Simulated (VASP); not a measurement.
# HC8 (P2) in VASP: single point with PBE+D3(BJ)

Aim: the single point of HC8 with PBE+D3(BJ).

Program: VASP 6.6.1. These are calculated values, not measurements. Logs are shortened: lines on timing, memory, paths and dates and some standing lists are left out, and cuts for length are marked.

## Step 1: The cell of the first run

Symmetry: P2, No. 3, monoclinic system. The conventional cell has a = 2.486 Å, b = 6.635 Å, c = 4.293 Å, α = 90.00°, β = 90.26°, γ = 90.00°. Within 1.8 Å of C (site symmetry 1) lie 1 H at 1.33 Å and 3 C at 1.43 to 1.46 Å. Within 1.9 Å of C (site symmetry 1) lie 3 C at 1.42 to 1.43 Å. Within 1.9 Å of C (site symmetry 1) lie 3 C at 1.43 Å. C (site symmetry 1) has 3 C at 1.43 Å within 1.9 Å. Within 1.8 Å of H (site symmetry 2) lie 2 C at 1.33 Å.

## Step 2: Single point, PBE+D3(BJ)

File INCAR:

```
PREC = Accurate
ENCUT = 520
EDIFF = 1E-6
ISMEAR = 0
SIGMA = 0.1
LREAL = F
LASPH = T
NELM = 80
ALGO = Normal
ISIF = 2
LWAVE = F
LCHARG = T
GGA = PE
IVDW = 12
LELF = T
LVHAR = T
NBANDS = 26
```

File KPOINTS:

```
Automatic mesh
0
Gamma
  8 14 6
```

File POSCAR:

```
HC8
1.0
    2.4749266579     -4.3111127615      0.0000000000
    1.2382088440      2.1559886111      0.0000000000
    0.0000000000      0.0000000000      6.6348301069
C H
8 1
Direct
    0.0381160786      0.9148467855      0.7674398116
    0.5455807033      0.9197063217      0.7581803148
    0.2920316717      0.4162063531      0.2641416065
    0.7916628218      0.4159866054      0.2633411932
    0.4583371782      0.0840133946      0.2633411932
    0.9579683283      0.0837936469      0.2641416065
    0.2118839214      0.5851532145      0.7674398116
    0.7044192967      0.5802936783      0.7581803148
    0.1250000000      0.7500000000     -0.0645391857
```

Potentials or basis: VASP PAW PBE potentials, release 64 (C, H).

Started as:

```console
cat potpaw_PBE.64/C/POTCAR potpaw_PBE.64/H/POTCAR > POTCAR
mpirun -np 1 vasp_std > vasp.out
```

OUTCAR:

```text
PREC = Accurate
   ENCUT = 520
   EDIFF = 1E-6
   ISMEAR = 0
   LREAL = F
   LASPH = T
   NELM = 80
   ISIF = 2
   GGA = PE
   IVDW = 12
 IVDW          = 12

 ion  position               nearest neighbor table
   1  0.038  0.915  0.767-   9 1.33   8 1.43   7 1.44   7 1.46
   2  0.546  0.920  0.758-   8 1.42   8 1.42   7 1.43
   3  0.292  0.416  0.264-   5 1.43   5 1.43   6 1.43
   4  0.792  0.416  0.263-   5 1.43   6 1.43   6 1.43
   5  0.458  0.084  0.263-   4 1.43   3 1.43   3 1.43
   6  0.958  0.084  0.264-   4 1.43   4 1.43   3 1.43
   7  0.212  0.585  0.767-   9 1.33   2 1.43   1 1.44   1 1.46
   8  0.704  0.580  0.758-   2 1.42   2 1.42   1 1.43
   9  0.125  0.750  0.935-   1 1.33   7 1.33

  Warning from LATTYP: Monoclinic adjustment (A1->A3, A2->A1, A3->A2)!
  Warning from LATTYP: Got some problem with cell dimensions!
  Tried to take original basis but could not verify dimensions!
  LATTYP: Found a simple monoclinic cell.
 ALAT       =     2.4862518039
 B/A-ratio  =     2.6686074582
 C/A-ratio  =     1.7267933127
 COS(beta)  =    -0.0045705009

  Lattice vectors:

 A1 = (   1.2382088440,   2.1559886111,   0.0000000000)
 A2 = (   0.0000000000,   0.0000000000,   6.6348301069)
 A3 = (   3.7131355019,  -2.1551241504,   0.0000000000)

Analysis of symmetry for initial positions (statically):
=====================================================================
 Subroutine PRICEL returns:
 Original cell was already a primitive cell.

 Routine SETGRP: Setting up the symmetry group for a
 simple monoclinic supercell.

 Subroutine GETGRP returns: Found  2 space group operations
 (whereof  1 operations were pure point group operations)
 out of a pool of  4 trial point group operations.

The static configuration has the point symmetry C_1 .
 The point group associated with its full space group is C_2 .

Analysis of symmetry for dynamics (positions and initial velocities):
=====================================================================
 Subroutine PRICEL returns:
 Original cell was already a primitive cell.

 Routine SETGRP: Setting up the symmetry group for a
 simple monoclinic supercell.

 Subroutine GETGRP returns: Found  2 space group operations
 (whereof  1 operations were pure point group operations)
 out of a pool of  4 trial point group operations.

The dynamic configuration has the point symmetry C_1 .
 The point group associated with its full space group is C_2 .

 Subroutine INISYM returns: Found  2 space group operations
 (whereof  1 operations are pure point group operations),
 and found     1 'primitive' translations

----------------------------------------------------------------------------------------

                                     Primitive cell

  volume of cell :      70.8200

  direct lattice vectors                    reciprocal lattice vectors
     2.474926658 -4.311112761  0.000000000     0.201985604 -0.116002636  0.000000000
     1.238208844  2.155988611  0.000000000     0.403890221  0.231865583  0.000000000
     0.000000000  0.000000000  6.634830107     0.000000000  0.000000000  0.150719760

  length of vectors
     4.971011487  2.486251804  6.634830107     0.232926589  0.465713387  0.150719760

  position of ions in fractional coordinates (direct lattice)
     0.038116079  0.914846786  0.767439812
     0.545580703  0.919706322  0.758180315
     0.292031672  0.416206353  0.264141606
     0.791662822  0.415986605  0.263341193
     0.458337178  0.084013395  0.263341193
     0.957968328  0.083793647  0.264141606
     0.211883921  0.585153214  0.767439812
     0.704419297  0.580293678  0.758180315
     0.125000000  0.750000000  0.935460814

  ion indices of the primitive-cell ions
   primitive index   ion index
                 1           1
                 2           2
                 3           3
                 4           4
                 5           5
                 6           6
                 7           7
                 8           8
                 9           9

----------------------------------------------------------------------------------------

 KPOINTS: Automatic mesh

Automatic generation of k-mesh.
 Grid dimensions read from file:
 generate k-points for:    8   14    6

 Generating k-lattice:

  Cartesian coordinates                     Fractional coordinates (reciprocal lattice)
     0.025248201 -0.014500329  0.000000000     0.125000000  0.000000000  0.000000000
     0.028849301  0.016561827  0.000000000     0.000000000  0.071428571  0.000000000
     0.000000000  0.000000000  0.025119960     0.000000000  0.000000000  0.166666667

  Length of vectors
     0.029115824  0.033265242  0.025119960

  Shift w.r.t. Gamma in fractional coordinates (k-lattice)
     0.000000000  0.000000000  0.000000000

 Subroutine IBZKPT returns following result:
 ===========================================

 Found    232 irreducible k-points:

 Following reciprocal coordinates:
            Coordinates               Weight
  0.000000  0.000000  0.000000      1.000000
  0.125000  0.000000  0.000000      2.000000
  0.250000  0.000000  0.000000      2.000000
  0.375000  0.000000  0.000000      2.000000
  0.500000  0.000000  0.000000      1.000000
  0.000000  0.071429  0.000000      2.000000
[... 16 lines left out ...]
  0.125000  0.214286  0.000000      2.000000
  0.250000  0.214286  0.000000      2.000000
 [... further k-points ...]
   k-points           NKPTS =    232   k-points in BZ     NKDIM =    232   number of bands    NBANDS=     26
   number of dos      NEDOS =    301   number of ions     NIONS =      9
   total plane-waves  NPLWV =  36000
   dimension x,y,z NGX =    40 NGY =   18 NGZ =   50
   dimension x,y,z NGXF=    80 NGYF=   36 NGZF=  100
   ions per type =               8   1
   NGX,Y,Z   is equivalent  to a cutoff of  13.38, 12.04, 12.53 a.u.
   NGXF,Y,Z  is equivalent  to a cutoff of  26.75, 24.07, 25.06 a.u.
 SYSTEM =  unknown system
   PREC   = accura    normal or accurate (medium, high low for compatibility)
   ISTART =      0    job   : 0-new  1-cont  2-samecut
   ICHARG =      2    charge: 1-file 2-atom 10-const
   ISPIN  =      1    spin polarized calculation?
   LNONCOLLINEAR =      F non collinear calculations
   LSORBIT =      F    spin-orbit coupling
   LASPH  =      T    aspherical Exc in radial PAW
   ENCUT  =  520.0 eV  38.22 Ry    6.18 a.u.   9.24  4.62 12.34*2*pi/ulx,y,z
   NELM   =     80;   NELMIN=  2; NELMDL= -5     # of ELM steps
   EDIFF  = 0.1E-05   stopping-criterion for ELM
   LREAL  =      F    real-space projection
   EDIFFG = 0.1E-04   stopping-criterion for IOM
   NSW    =      0    number of steps for IOM
   IBRION =     -1    ionic relax: 0-MD 1-quasi-New 2-CG
   NFREE  =      0    steps in history (QN), initial steepest desc. (CG)
   ISIF   =      2    stress and relaxation
   ISYM   =      2    0-nonsym 1-usesym 2-fastsym
   POTIM  = 0.5000    time-step for ionic-motion
   TEBEG  =    0.0;   TEEND  =   0.0 temperature during run
   PSTRESS=    0.0 pullay stress
   NELECT =      33.0000    total number of electrons
   NUPDOWN=      -1.0000    fix difference up-down
   EMIN   =  10.00;   EMAX   =-10.00  energy-range for DOS
   EFERMI =   0.00;   METHOD = LEGACY
   ISMEAR =     0;   SIGMA  =   0.10  broadening in eV -4-tet -1-fermi 0-gaus
   EFERMI_NEDOS =   21; number of points for ismear=-14 and -15
   IALGO  =     38    algorithm
   IMIX   =      4    mixing-type and parameters
     AMIX     =   0.40;   BMIX     =  1.00
     AMIX_MAG =   1.60;   BMIX_MAG =  1.00
  volume/ion in A,a.u.               =       7.87        53.10
  Fermi-wavevector in a.u.,A,eV,Ry     =   1.269193  2.398426 21.916942  1.610850
  Thomas-Fermi vector in A             =   2.402247
   LORBIT       =      0    0 simple, 1 ext, 2 COOP (PROOUT), +10 PAW based schemes
   GGA     = PE    functional components
   LHFCALC =     F    Hartree Fock is set to
   AEXX    =    0.0000 exact exchange contribution
   IVDW    =    12    specifies the selected vdW correction
   LEPSILON=     F    determine dielectric tensor
   LRPA    =     F    only Hartree local field effects (RPA)
 non-spin polarized calculation
 Gauss-broadening in eV      SIGMA  =   0.10
  energy-cutoff  :      520.00
  volume of cell :       70.82
 maximum number of plane-waves:      1933
 NGX is ok and might be reduce to    40
   NGX = 19   NGY =  9   NGZ = 25

 number of electron      32.9999997 magnetization

 Free energy of the ion-electron system (eV)
  ---------------------------------------------------
  ext. energy  EPLUGINS =         0.00000000
  ---------------------------------------------------
  free energy    TOTEN  =       -74.80831167 eV

  energy without entropy =      -74.80354688  energy(sigma->0) =      -74.80592927

 E-fermi :   5.9458     XC(G=0): -10.5769

 val. band max:        5.9437893485   @ k =   0.3750   0.3571   0.0000
 cond. band min:       5.9487567070   @ k =   0.3750   0.3571   0.1667
 fundamental gap:      0.0049673585
 Fermi energy:         5.9458050548

 k-point     1 :       0.0000    0.0000    0.0000
  band No.  band energies     occupation
      1     -15.2420      2.00000
      2     -14.1376      2.00000
      3     -10.1453      2.00000
      4      -9.0053      2.00000
      5      -8.4341      2.00000
      6      -7.8986      2.00000
[... 18 lines left out ...]
     25      13.3726      0.00000
     26      13.4040      0.00000

 k-point     2 :       0.1250    0.0000    0.0000
  band No.  band energies     occupation
      1     -15.1580      2.00000
      2     -14.0465      2.00000
      3     -10.8229      2.00000
      4      -9.8266      2.00000
      5      -7.6870      2.00000
      6      -6.8912      2.00000
[... 18 lines left out ...]
     25      13.4457      0.00000
     26      13.7739      0.00000

 k-point     3 :       0.2500    0.0000    0.0000
  band No.  band energies     occupation
      1     -14.9139      2.00000
      2     -13.7741      2.00000
      3     -11.8209      2.00000
      4     -10.9164      2.00000
      5      -6.3685      2.00000
      6      -5.3959      2.00000
[... 18 lines left out ...]
     25      14.1360      0.00000
     26      14.4389      0.00000

 k-point     4 :       0.3750    0.0000    0.0000
  band No.  band energies     occupation
      1     -14.5516      2.00000
      2     -13.3256      2.00000
      3     -12.6679      2.00000
      4     -11.8782      2.00000
      5      -5.1708      2.00000
      6      -3.7976      2.00000
[... 18 lines left out ...]
     25      13.2457      0.00000
     26      13.9486      0.00000

 k-point     5 :       0.5000    0.0000    0.0000
  band No.  band energies     occupation
      1     -14.3011      2.00000
      2     -13.1081      2.00000
      3     -12.7177      2.00000
      4     -12.6343      2.00000
      5      -4.6930      2.00000
      6      -2.6027      2.00000
[... 18 lines left out ...]
     25      12.9326      0.00000
     26      13.0162      0.00000

 k-point     6 :       0.0000    0.0714    0.0000
  band No.  band energies     occupation
      1     -15.1242      2.00000
      2     -14.0184      2.00000
      3     -10.3417      2.00000
      4      -9.2891      2.00000
      5      -8.0919      2.00000
      6      -7.3803      2.00000
[... 427 lines left out ...]
 k-point    21 :      -0.1250    0.1429    0.0000
  band No.  band energies     occupation
      1     -14.8804      2.00000
      2     -13.7802      2.00000
      3      -9.8523      2.00000
      4      -8.7290      2.00000
      5      -8.1374      2.00000
      6      -7.5698      2.00000
[... 18 lines left out ...]
     25      14.2122      0.00000
     26      14.5609      0.00000

 k-point    22 :       0.0000    0.2143    0.0000
  band No.  band energies     occupation
      1     -14.1941      2.00000
      2     -13.0708      2.00000
      3     -10.7870      2.00000
      4      -9.8912      2.00000
      5      -6.5283      2.00000
      6      -5.4676      2.00000
[... 18 lines left out ...]
     25      15.0355      0.00000
     26      15.7110      0.00000

 k-point    23 :       0.1250    0.2143    0.0000
  band No.  band energies     occupation
      1     -13.8602      2.00000
      2     -12.6723      2.00000
      3     -11.6803      2.00000
      4     -10.8703      2.00000
      5      -5.6231      2.00000
      6      -4.3217      2.00000
[... 18 lines left out ...]
     25      15.1365      0.00000
     26      15.5661      0.00000

 k-point    24 :       0.2500    0.2143    0.0000
  band No.  band energies     occupation
      1     -13.5325      2.00000
      2     -12.2915      2.00000
      3     -12.0749      2.00000
      4     -11.6972      2.00000
      5      -4.9677      2.00000
      6      -3.5456      2.00000
[... 18 lines left out ...]
     25      14.5468      0.00000
     26      15.1129      0.00000

 [... further k-points ...]

------------------------ aborting loop because EDIFF is reached ----------------------------------------

 Edisp (eV)   -1.31261

 E8    (eV) :    -0.3658

  FORCE on cell =-STRESS in cart. coord.  units (eV):
  Direction    XX          YY          ZZ          XY          YZ          ZX
  --------------------------------------------------------------------------------------
  -------------------------------------------------------------------------------------
  Total       0.30058     0.32000    -0.02082     0.00815     0.00000     0.00000
  in kB       6.80013     7.23949    -0.47108     0.18445     0.00000     0.00000
  external pressure =        4.52 kB  Pullay stress =        0.00 kB

 VOLUME and BASIS-vectors are now :
 -----------------------------------------------------------------------------
  energy-cutoff  :      520.00
  volume of cell :       70.82
      direct lattice vectors                 reciprocal lattice vectors
     2.474926658 -4.311112761  0.000000000     0.201985604 -0.116002636  0.000000000
     1.238208844  2.155988611  0.000000000     0.403890221  0.231865583  0.000000000
     0.000000000  0.000000000  6.634830107     0.000000000  0.000000000  0.150719760

 POSITION                                       TOTAL-FORCE (eV/Angst)
 -----------------------------------------------------------------------------------
      1.22711      1.80808      5.09183        -0.005691      0.006632      0.003765
      2.48906     -0.36918      5.03040        -0.000219     -0.000591      0.000018
      1.23811     -0.36165      1.75253         0.004126     -0.005638     -0.003587
      2.47439     -2.51609      1.74722         0.000882     -0.003990     -0.004058
      1.23838     -1.79481      1.74722        -0.000882      0.003990     -0.004058
      2.47466     -3.94925      1.75253        -0.004126      0.005638     -0.003587
      1.24894      0.34813      5.09183         0.005691     -0.006632      0.003765
      2.46191     -1.78572      5.03040         0.000219      0.000591      0.000018
      1.23802      1.07810      6.20662         0.000000     -0.000000      0.007723
 -----------------------------------------------------------------------------------
    total drift:                               -0.000000     -0.000000     -0.000043

  FREE ENERGIE OF THE ION-ELECTRON SYSTEM (eV)
  ---------------------------------------------------
  free  energy   TOTEN  =       -76.1209265715 eV

  energy  without entropy=      -76.1161617723  energy(sigma->0) =      -76.11854417
```

It took 4.8 min on 1 thread of AMD EPYC 7R13 (Zen 3), shared host; peak memory 0.38 GiB.

Results:

```
Free energy                : -76.1209 eV
Pressure                   : 0.5 GPa
Largest force              : 0.010 eV/Å
Band gap on the k mesh     : zero (an odd number of electrons rules out a gap without spin polarisation)
Dispersion energy per atom : -0.146 eV
```

Forces in eV/Å, atoms in the order of the input:
```
C   -0.006  0.007  0.004
C    0.000 -0.001  0.000
C    0.004 -0.006 -0.004
C    0.001 -0.004 -0.004
C   -0.001  0.004 -0.004
C   -0.004  0.006 -0.004
C    0.006 -0.007  0.004
C    0.000  0.001  0.000
H    0.000  0.000  0.008
```
